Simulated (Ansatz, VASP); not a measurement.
**CoO: VASP beside Ansatz**

File INCAR:

```
ALGO = Normal
EDIFF = 1E-6
ENCUT = 520
GGA = PS
ISIF = 2
ISMEAR = 0
ISPIN = 2
LASPH = True
LCHARG = False
LDAU = True
LDAUJ = 0 0
LDAUL = 2 -1
LDAUPRINT = 1
LDAUTYPE = 2
LDAUU = 5 0
LMAXMIX = 4
LORBIT = 11
LREAL = False
LWAVE = False
MAGMOM = 3 0
NBANDS = 18
NELM = 150
PREC = Accurate
SIGMA = 0.05
```

KPOINTS

```
k-points
0
Gamma
  16 16 16
```

Contents of POSCAR:

```
CoO
1.0
    0.0000000000      2.1744804960      2.1744804960
    2.1744804960      0.0000000000      2.1744804960
    2.1744804960      2.1744804960      0.0000000000
Co O
1 1
Direct
    0.0000000000      0.0000000000      0.0000000000
    0.2500000000      0.2500000000      0.2500000000
```

Input for Ansatz:

```yaml
crystal:
  lattice:
    - [0.0, 2.174480496, 2.174480496]
    - [2.174480496, 0.0, 2.174480496]
    - [2.174480496, 2.174480496, 0.0]
  atoms:
    - { symbol: Co, position: [0.0, 0.0, 0.0], spin: 3.0 }
    - { symbol: O, position: [0.25, 0.25, 0.25] }
basis:
  ecutwfc: 420
kpoints:
  mp_grid: { grid: [16, 16, 16] }
hamiltonian:
  xc: pbesol
  hubbard: { sites: [{ species: Co, l: d, u_eff: 5.0 }] }
scf:
  occupations: { method: gaussian, width: 0.05 }
output:
  forces: true
  stress: true
  eigenvalues: true
  populations: true
magnetization:
  spin_polarized: true
```

Alike in both runs: task single point; functional PBEsol; k mesh 16 × 16 × 16; occupations gaussian, width 0.05 eV; collinear spin; Hubbard terms Co d U = 5.0 eV.

```csv
,VASP,Ansatz
version,VASP 6.6.1,Ansatz 0.2.0
potentials or method,"VASP PAW PBE potentials, release 64 (Co, O), cutoff 520 eV","scalar-relativistic, plane waves, PAW"
valence electrons in the cell,15,23
```

Ansatz gave:

| Property | Result |
| --- | --- |
| gap on the k mesh at the Fermi level (eV) | 0.43 |
| least direct gap on the mesh (eV) | 0.43 |
| pressure (GPa) | 33.0 |
| net moment per atom (μB) | 1.50 |
| size of the moment on the site where the two differ most (μB) | 2.40 |

Question: What did VASP give for the same quantities?

Answer: gap on the k mesh at the Fermi level (eV): 0.72; least direct gap on the mesh (eV): 0.72; pressure (GPa): 26.3; net moment per atom (μB): 1.50; size of the moment on the site where the two differ most (μB): 2.74.

VASP's potentials were made for PBE, not for PBEsol. Site moments also hang on the region over which each program counts them. The programs project onto different local orbitals, so the same U acts differently, and such runs can settle in different states. VASP's potentials hold 15 valence electrons a cell and Ansatz's 23, so a difference there can come from the potentials and not from the codes.
